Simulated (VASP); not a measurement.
Wanted: the native input for a VASP 6.6.1 run.

```
Task                   : single point
Functional             : r2SCAN
Potentials or basis    : VASP PAW PBE potentials, release 64 (Ta_pv)
Cutoff                 : 520 eV
k mesh                 : 12 × 12 × 12
Occupations            : methfessel-paxton, width 0.05 eV
Spin                   : no spin polarisation
Dipole correction      : no
Further INCAR settings : ALGO = Normal; EDIFF = 1e-06; NBANDS = 18
```

Ta:

```xyz
2
Lattice="0.0000 3.0124 3.0124 3.0124 0.0000 3.0124 3.0124 3.0124 0.0000" Properties=species:S:1:pos:R:3 pbc="T T T"
Ta    6.0249    6.0249    6.0249
Ta    1.5062    1.5062    1.5062
```

The input as run:

POSCAR

```
Ta
1.0
    0.0000000000      3.0124453377      3.0124453377
    3.0124453377      0.0000000000      3.0124453377
    3.0124453377      3.0124453377      0.0000000000
Ta
2
Direct
    1.0000000000      1.0000000000      1.0000000000
    0.2500000000      0.2500000000      0.2500000000
```

INCAR.step1

```
  ALGO = Normal
  EDIFF = 1E-4
  ENCUT = 520
  GGA = PE
  ISMEAR = 1
  LASPH = True
  LCHARG = False
  LREAL = False
  LWAVE = True
  NBANDS = 18
  NELM = 100
  PREC = Accurate
  SIGMA = 0.05
```

INCAR.step2

```
  ALGO = Normal
  EDIFF = 1E-6
  ENCUT = 520
  ISIF = 2
  ISMEAR = 1
  ISTART = 1
  LASPH = True
  LCHARG = False
  LMIXTAU = True
  LREAL = False
  LWAVE = False
  METAGGA = R2SCAN
  NBANDS = 18
  NELM = 100
  PREC = Accurate
  SIGMA = 0.05
```

KPOINTS

```
k-points
0
Gamma
  12 12 12
```

Potentials or basis: VASP PAW PBE potentials, release 64 (Ta_pv).

Run with:

```sh
$ cat potpaw_PBE.64/Ta_pv/POTCAR > POTCAR
$ cp INCAR.step1 INCAR
$ mpirun -np 1 vasp_std > vasp.out
$ cp INCAR.step2 INCAR
$ mpirun -np 1 vasp_std > vasp.out
```

It gave:

| Property | Result |
| --- | --- |
| Pressure | 1.4 GPa |
| Band gap on the k mesh | zero (band 11 reaches 2.89 eV, above the bottom of band 12 at 1.72 eV) |

Caveat: the PAW data sets were made with another functional, which shifts forces and pressure a little; spin-orbit coupling is left out, which moves the levels of the heavy elements.

Wall time 100 s on 1 thread of Intel Xeon 6975P-C, on a shared host, peak memory 0.22 GiB.
